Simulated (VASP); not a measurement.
Write the native input for VASP 6.6.1 that does the following.

```yaml
Task: single point
Functional: PBE
Potentials_or_basis: VASP PAW PBE potentials, release 64 (V_sv, Ag, Cl)
Cutoff: 520 eV
k_mesh: 3 × 3 × 4
Occupations: gaussian, width 0.1 eV
Spin: collinear spin, ferromagnetic start
Starting_moments: "[2.0, 2.0, 0.0, 0.0, 0.0, 0.0, 0.0, 0.0, 0.0, 0.0] μB"
Dipole_correction: no
Further_INCAR_settings: ALGO = Normal; EDIFF = 1e-07; NBANDS = 60
```

The structure of VAgCl3 lies in POSCAR:

```
VAgCl3
1.0
    6.7133868021      0.0000000000      0.0000000000
   -3.3566934010      5.8139635160      0.0000000000
    0.0000000000      0.0000000000      5.7355933424
V Ag Cl
2 2 6
Direct
    0.3333333333      0.6666666667      0.7500000000
    0.6666666667      0.3333333333      0.2500000000
    0.0000000000      0.0000000000      0.5000000000
    0.0000000000      0.0000000000      0.0000000000
    0.1460000000      0.2919999999      0.2500000000
    0.8540000000      0.1460000000      0.7500000000
    0.8540000000      0.7080000001      0.7500000000
    0.1460000000      0.8540000000      0.2500000000
    0.7080000001      0.8540000000      0.2500000000
    0.2919999999      0.1460000000      0.7500000000
```

The input as run:

INCAR

```
ALGO = Normal
EDIFF = 1E-7
ENCUT = 520
GGA = PE
ISIF = 2
ISMEAR = 0
ISPIN = 2
LASPH = T
LCHARG = F
LMAXMIX = 4
LORBIT = 11
LREAL = F
LWAVE = F
MAGMOM = 2 2 0 0 0 0 0 0 0 0
NBANDS = 60
NELM = 150
PREC = Accurate
SIGMA = 0.1
```

KPOINTS

```
k-points
0
Gamma
  3 3 4
```

Potentials or basis: VASP PAW PBE potentials, release 64 (V_sv, Ag, Cl).

Command:

```bash
$ cat potpaw_PBE.64/V_sv/POTCAR potpaw_PBE.64/Ag/POTCAR potpaw_PBE.64/Cl/POTCAR > POTCAR
$ mpirun -np 1 vasp_std > vasp.out
```

It gave:

```yaml
Pressure: 25.7 GPa
Largest_force: 7.550 eV/Å
Net_moment: 6.80 μB per cell
Site_moments: V +3.15; Ag -0.11; Cl -0.05 μB
Valence_electrons_inside_the_program's_atomic_spheres: V 11.23; Ag 10.53; Cl 5.18
```

Caveat: the k points lie up to 0.36 Å⁻¹ apart; forces of over 1 eV/Å act on the atoms, so gaps and moduli don't describe the material at rest.

Wall time 11 min on 1 thread of Intel(R) Xeon(R) Platinum 8175M CPU @ 2.50GHz (Skylake/Cascade Lake), with other jobs on the host, peak memory 0.54 GiB.
